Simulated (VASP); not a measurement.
TaN: single point with PBE

TaN:

```
CELL_PARAMETERS angstrom
5.18500 -0.05185 -0.05185
-2.63740 4.51627 -0.01898
-0.02908 -0.02908 2.90800
ATOMIC_POSITIONS crystal
Ta 0.00000 0.00000 0.00000
Ta 0.33333 0.66667 0.50000
Ta 0.66667 0.33333 0.50000
N 0.50000 0.00000 0.00000
N 0.50000 0.50000 0.00000
N 0.00000 0.50000 0.00000
```

This cell differs from its parent crystal: equal xy, yz and zx shear strains of -2 %.

```
Program             : VASP 6.6.1
Task                : single point
Functional          : PBE
Potentials or basis : VASP PAW PBE potentials, release 64 (Ta_pv, N)
Cutoff              : 520 eV
k mesh              : 5 × 5 × 8
Occupations         : fermi-dirac, width 0.03 eV
Spin                : no spin polarisation
```

```
Pressure               : 11.6 GPa
Largest force          : 0.328 eV/Å
Band gap on the k mesh : zero (bands 24 and 25 overlap by 1.89 eV)
```

Forces on the atoms (eV/Å):
```
Ta   0.000  0.000  0.000
Ta   0.327  0.000  0.029
Ta  -0.327  0.000 -0.029
N    0.000  0.000  0.000
N    0.000  0.000  0.000
N    0.000  0.000  0.000
```

Stress tensor (GPa, compression positive):
```
11.06  2.57  4.32
 2.57 11.35  4.31
 4.32  4.31 12.39
```

Levels at points of the mesh, in eV from the Fermi level:
| k point | band 22 | band 23 | band 24 | band 25 | band 26 | band 27 |
| --- | --- | --- | --- | --- | --- | --- |
| (0.00, 0.00, 0.00) | -2.52 | -2.09 | -1.40 | -1.10 | 0.79 | 0.81 |
| (0.00, 0.00, 0.50) | -3.08 | -1.95 | 0.79 | 0.96 | 1.45 | 1.74 |

Wall time 78 s on 1 thread of Intel(R) Xeon(R) 6975P-C (Granite Rapids), with other jobs on the host, peak memory 0.31 GiB.

Caveat: the cell differs from its parent crystal (equal xy, yz and zx shear strains of -2 %); the cell stands under pressure; spin-orbit coupling is left out, which moves the levels of the heavy elements.
